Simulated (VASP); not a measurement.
# CdTe in VASP: a series of runs, part 2 of 2

VASP 6.6.1. Earlier steps stand in the parts before.

## Step 4: Relaxation of cell and atoms, r2SCAN

This run uses another cell than the first one, of 32.92 Å³/atom.

Input file POSCAR:

```
CdTe
1.0
    3.2050000000      3.2050000000      0.0000000000
   -3.2050000000      3.2050000000      0.0000000000
    0.0000000000      3.2050000000      3.2050000000
Cd Te
1 1
Direct
    0.0000000000      0.0000000000      0.0000000000
    0.7500000000      0.2500000000      0.5000000000
```

Input file INCAR.step1:

```
SYSTEM = CdTe
ALGO = Normal
EDIFF = 1E-4
ENCUT = 600
GGA = PE
ISMEAR = -1
LASPH = .True.
LCHARG = .False.
LREAL = .False.
LWAVE = .True.
NELM = 60
PREC = Accurate
SIGMA = 0.08
```

Input file INCAR.step2:

```
SYSTEM = CdTe
ALGO = Normal
EDIFF = 1E-6
EDIFFG = -0.002
ENCUT = 600
IBRION = 2
ISIF = 3
ISMEAR = -1
ISTART = 1
LASPH = .True.
LCHARG = .False.
LMIXTAU = .True.
LREAL = .False.
LWAVE = .False.
METAGGA = R2SCAN
NELM = 60
NSW = 100
PREC = Accurate
SIGMA = 0.08
```

Input file KPOINTS:

```
k-points
0
Gamma
  10 10 10
  0 0 0
```

Potentials or basis: VASP PAW PBE potentials, release 64 (Cd, Te).

Run with:

```
$ cat potpaw_PBE.64/Cd/POTCAR potpaw_PBE.64/Te/POTCAR > POTCAR
$ cp INCAR.step1 INCAR
$ mpirun -np 1 vasp_std > vasp.out
$ cp INCAR.step2 INCAR
$ mpirun -np 1 vasp_std > vasp.out
```

OUTCAR:

```text
SYSTEM = CdTe
   EDIFF = 1E-6
   EDIFFG = -0.002
   ENCUT = 600
   IBRION = 2
   ISIF = 3
   ISMEAR = -1
   ISTART = 1
   LASPH = .True.
   LREAL = .False.
   METAGGA = R2SCAN
   NELM = 60
   NSW = 100
   PREC = Accurate

 ion  position               nearest neighbor table
   1  0.000  0.000  0.000-   2 2.78   2 2.78   2 2.78   2 2.78
   2  0.750  0.250  0.500-   1 2.78   1 2.78   1 2.78   1 2.78

  LATTYP: Found a face centered cubic cell.
 ALAT       =     6.4100000000

  Lattice vectors:

 A1 = (   0.0000000000,   3.2050000000,   3.2050000000)
 A2 = (   3.2050000000,   0.0000000000,   3.2050000000)
 A3 = (   3.2050000000,   3.2050000000,   0.0000000000)

Analysis of symmetry for initial positions (statically):
=====================================================================
 Subroutine PRICEL returns:
 Original cell was already a primitive cell.

 Routine SETGRP: Setting up the symmetry group for a
 face centered cubic supercell.

 Subroutine GETGRP returns: Found 24 space group operations
 (whereof 24 operations were pure point group operations)
 out of a pool of 48 trial point group operations.

The static configuration has the point symmetry T_d .

Analysis of symmetry for dynamics (positions and initial velocities):
=====================================================================
[... 339 lines left out ...]

 Free energy of the ion-electron system (eV)
  ---------------------------------------------------
  ext. energy  EPLUGINS =         0.00000000
  ---------------------------------------------------
  free energy    TOTEN  =       -46.64484977 eV

  energy without entropy =      -46.64484196  energy(sigma->0) =      -46.64484586

 E-fermi :   2.4491     XC(G=0):  -8.9333

 val. band max:        1.7683817845   @ k =   0.0000   0.0000   0.0000
 cond. band min:       2.9208776795   @ k =   0.0000   0.0000   0.0000
 fundamental gap:      1.1524958949
 Fermi energy:         2.4491110902

 k-point     1 :       0.0000    0.0000    0.0000
  band No.  band energies     occupation
      1      -9.5460      2.00000
      2      -6.6730      2.00000
      3      -6.6730      2.00000
      4      -6.6730      2.00000
      5      -6.4169      2.00000
      6      -6.4169      2.00000
      7       1.7684      1.99960
      8       1.7684      1.99960
      9       1.7684      1.99960
     10       2.9209      0.00548
     11       6.8244      0.00000
     12       6.8244      0.00000
     13       6.8244      0.00000
[... 354 lines left out ...]
  band No.  band energies     occupation
      1      -9.0854      2.00000
      2      -6.5707      2.00000
      3      -6.5544      2.00000
      4      -6.4470      2.00000
      5      -6.4076      2.00000
      6      -5.9224      2.00000
      7      -2.2684      2.00000
      8      -0.6427      2.00000
      9       0.4404      2.00000
     10       5.1089      0.00000
     11       6.9732      0.00000
     12       8.9695      0.00000
     13       9.1337      0.00000

 [... further k-points ...]

------------------------ aborting loop because EDIFF is reached ----------------------------------------

  FORCE on cell =-STRESS in cart. coord.  units (eV):
  Direction    XX          YY          ZZ          XY          YZ          ZX
  --------------------------------------------------------------------------------------
  -------------------------------------------------------------------------------------
  Total        0.0032664      0.0032664      0.0032664      0.0000000     -0.0000000     -0.0000000
  in kB        0.0741048      0.0741048      0.0741048      0.0000000     -0.0000000     -0.0000000
  external PRESSURE =       0.0741048 kB  Pullay stress =       0.0000000 kB
[... 17 lines left out ...]
  FREE ENERGIE OF THE ION-ELECTRON SYSTEM (eV)
  ---------------------------------------------------
  free  energy   TOTEN  =       -46.6448497667 eV

  energy  without entropy=      -46.6448419600  energy(sigma->0) =      -46.64484586

 reached required accuracy - stopping structural energy minimisation
```

OUTCAR.step1:

```text
SYSTEM = CdTe
   EDIFF = 1E-4
   ENCUT = 600
   GGA = PE
   ISMEAR = -1
   LASPH = .True.
   LREAL = .False.
[... 603 lines left out ...]
      0.00000      0.00000      0.00000         0.000000      0.000000     -0.000000
      1.60250      4.80750      1.60250        -0.000000     -0.000000      0.000000
 -----------------------------------------------------------------------------------
    total drift:                                0.000000     -0.000000      0.000000

  FREE ENERGIE OF THE ION-ELECTRON SYSTEM (eV)
  ---------------------------------------------------
  free  energy   TOTEN  =        -4.7272021262 eV

  energy  without entropy=       -4.7271690874  energy(sigma->0) =       -4.72718561
```

It took 5.5 min on 1 thread of Intel Xeon 6975P-C (Granite Rapids), shared host; peak memory 0.27 GiB.

What came out:

* Free energy: -46.6448 eV
* Relaxed volume: 35.31 Å³/atom
* Relaxed cell: a = 4.640 Å, b = 4.640 Å, c = 4.640 Å, α = 60.00°, β = 60.00°, γ = 90.00°
* Space group after relaxing (to 0.1 Å): F-43m (No. 216)
* Energy gained by relaxing: 23.1 meV/atom
* Ionic steps: 6
* Pressure after relaxing: 0.0 GPa
* Band gap on the k mesh: 1.15 eV

The path:
| step | energy change (eV) | largest force (eV/Å) | pressure (GPa) | volume (Å³) |
| --- | --- | --- | --- | --- |
| 1 | 0.0000 | 0.0000 | 3.33 | 65.84 |
| 2 | -0.0396 | 0.0000 | -1.03 | 72.59 |
| 3 | -0.0462 | 0.0000 | 0.02 | 70.59 |
| 4 | -0.0462 | 0.0000 | -0.04 | 70.69 |
| 5 | -0.0462 | 0.0000 | 0.01 | 70.60 |
| 6 | -0.0462 | 0.0000 | 0.01 | 70.62 |

Final structure:
```
Cd Te
1.0
     3.28071    3.28071    0.00000
    -3.28071    3.28071    0.00000
     0.00000    3.28071    3.28071
Cd Te
1 1
Direct
  0.00000 0.00000 0.00000
  0.75000 0.25000 0.50000
```

Caveat: the PAW data sets were made with another functional, which shifts forces and pressure a little; spin-orbit coupling is left out, which moves the levels of the heavy elements. Zero-point motion and thermal expansion aren't in these numbers.

## Step 5: Summary

| task | cell | k mesh | cutoff (eV) | smearing | gap on the mesh (eV) | pressure (GPa) |
| --- | --- | --- | --- | --- | --- | --- |
| single point | a = 4.682, b = 4.682, c = 4.645 Å, angles 59.7, 59.7, 90.0°, 2 atoms | 6 × 6 × 6 | 520 | gaussian 0.01 eV | 1.08 | -0.4 |
| single point | a = 4.636 Å, angles 60.0, 60.0, 90.0°, 2 atoms | 10 × 10 × 10 | 520 | fermi-dirac 0.08 eV | 1.16 | 0.1 |
| relaxation of cell and atoms | relaxed from a = 4.533 Å, angles 60.0, 60.0, 90.0°, 2 atoms | 10 × 10 × 10 | 600 | fermi-dirac 0.08 eV | 1.15 | 0.0 |

Alike in all rows: level r2SCAN; potentials or basis VASP PAW PBE potentials, release 64 (Cd, Te); no spin polarisation.

Caveats: the PAW data sets were made with another functional, which shifts forces and pressure a little; spin-orbit coupling is left out, which moves the levels of the heavy elements.

Total energies depend on the potentials used, so only differences within one code and one set of settings carry meaning.
